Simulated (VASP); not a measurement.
Set up this calculation in VASP 6.6.1, as the native input.

```yaml
Task: single point
Functional: PBE
Potentials_or_basis: VASP PAW PBE potentials, release 64 (Hf_pv, Sn_d, Se)
Cutoff: 520 eV
k_mesh: 6 × 10 × 6
Occupations: gaussian, width 0.1 eV
Spin: no spin polarisation
Dipole_correction: no
Further_INCAR_settings: ALGO = Fast; EDIFF = 1e-07; NBANDS = 33
```

The structure of HfSnSe4 lies in POSCAR:

```
HfSnSe4
1.0
    6.7497688129      0.0000000000     -0.0235195734
    0.0000000000      3.7814496189      0.0000000000
   -0.1402616171      0.0000000000      7.1134618194
Hf Sn Se
1 1 4
Direct
    0.5000000000      0.5000000000      0.0000000000
    0.0000000000      0.0000000000      0.0000000000
    0.3374018921      0.0000000000      0.7760261098
    0.8226686769      0.5000000000      0.7771665191
    0.1773313231      0.5000000000      0.2228334809
    0.6625981079      0.0000000000      0.2239738902
```

The input as run:

INCAR

```
SYSTEM = HfSnSe4
  PREC = Accurate
  ENCUT = 520
  EDIFF = 1E-7
  ISMEAR = 0
  SIGMA = 0.1
  LREAL = .False.
  LASPH = .True.
  NELM = 100
  ALGO = Fast
  ISIF = 2
  LWAVE = .False.
  LCHARG = .True.
  GGA = PE
  LELF = .True.
  LVHAR = .True.
  NBANDS = 33
```

KPOINTS

```
Automatic mesh
0
Gamma
  6 10 6
  0 0 0
```

Potentials or basis: VASP PAW PBE potentials, release 64 (Hf_pv, Sn_d, Se).

Command:

```console
$ cat potpaw_PBE.64/Hf_pv/POTCAR potpaw_PBE.64/Sn_d/POTCAR potpaw_PBE.64/Se/POTCAR > POTCAR
$ mpirun -np 1 vasp_std > vasp.out
```

It gave:

```
Pressure               : -0.1 GPa
Largest force          : 0.038 eV/Å
Band gap on the k mesh : zero (bands 24 and 25 overlap by 0.43 eV)
```

Caveat: spin-orbit coupling is left out, which moves the levels of the heavy elements; this functional lacks dispersion, which binds layers or chains, so the pressure and a relaxed spacing across them are unreliable.

It took 13 min on 1 thread of Oxide Virtual Turin-like Processor, with other jobs on the host, peak memory 0.74 GiB.
